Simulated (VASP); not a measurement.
The system is KCl2.

```
K Cl
1.0
     4.23032    0.00000    0.00000
     0.00000    4.23032    0.00000
     0.00000    0.00000    5.32868
K Cl
1 2
Direct
  0.50000 0.50000 0.00000
  0.00000 0.00000 0.25224
  0.00000 0.00000 0.74776
```

Base run:

- Program: VASP 6.6.1
- Functional: r2SCAN
- Potentials or basis: VASP PAW PBE potentials, release 64 (K_sv, Cl)
- Cutoff: 520 eV
- k mesh: 12 × 12 × 10
- Occupations: gaussian, width 0.1 eV
- Spin: no spin polarisation

Its results: band gap on the k mesh zero (an odd number of electrons rules out a gap without spin polarisation); pressure -0.8 GPa; largest force 0.033 eV/Å.

Question: The run is repeated on the same cell with these changes: functional from r2SCAN to PBEsol. What comes out?

Answer: Band gap on the k mesh zero (an odd number of electrons rules out a gap without spin polarisation); pressure -1.3 GPa; largest force 0.040 eV/Å.

Caveats: the PAW data sets were made with another functional, which shifts forces and pressure a little; an odd number of electrons without spin polarisation forces a metal; a magnetic or distorted state may lie lower.
